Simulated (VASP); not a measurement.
Wanted: the native input for a VASP 6.6.1 run.

```yaml
Task: single point
Functional: LDA
Potentials_or_basis: VASP PAW LDA potentials, release 64 (C)
Cutoff: 520 eV
k_mesh: 9 × 9 × 6
Occupations: gaussian, width 0.02 eV
Spin: no spin polarisation
Dipole_correction: no
Further_INCAR_settings: ALGO = Normal; EDIFF = 1e-06; NBANDS = 16
```

The structure of C lies in POSCAR:

```
C
1.0
    2.4737245029      0.0000000000      0.0000000000
   -1.2368622514      2.1423082615      0.0000000000
    0.0000000000      0.0000000000      4.1979202822
C
4
Direct
    0.3333333333      0.6666666667     -0.0001691602
    0.6666666667      0.3333333333      0.4998308398
    0.3333333333      0.6666666667      0.3741691602
    0.6666666667      0.3333333333      0.8741691602
```

This cell differs from its parent crystal: strained cell.

The input as run:

INCAR

```
SYSTEM = C
PREC = Accurate
ENCUT = 520
EDIFF = 1E-6
ISMEAR = 0
SIGMA = 0.02
LREAL = .False.
LASPH = .True.
NELM = 80
ALGO = Normal
ISIF = 2
LWAVE = .False.
LCHARG = .False.
NBANDS = 16
```

KPOINTS

```
Automatic mesh
0
Gamma
  9 9 6
  0 0 0
```

Potentials or basis: VASP PAW LDA potentials, release 64 (C).

The run is started by

```sh
$ cat potpaw_LDA.64/C/POTCAR > POTCAR
$ mpirun -np 1 vasp_std > vasp.out
```

Results of the run:

```json
{
 "Pressure": "-1.6 GPa",
 "Largest force": "0.014 eV/Å",
 "Band gap on the k mesh": "3.01 eV, indirect (least direct gap 4.82 eV)"
}
```

Caveat: the cell differs from its parent crystal (strained cell).

Wall time 5 s on 1 thread of Intel(R) Xeon(R) 6975P-C (Granite Rapids) (shared host), peak memory 0.12 GiB.
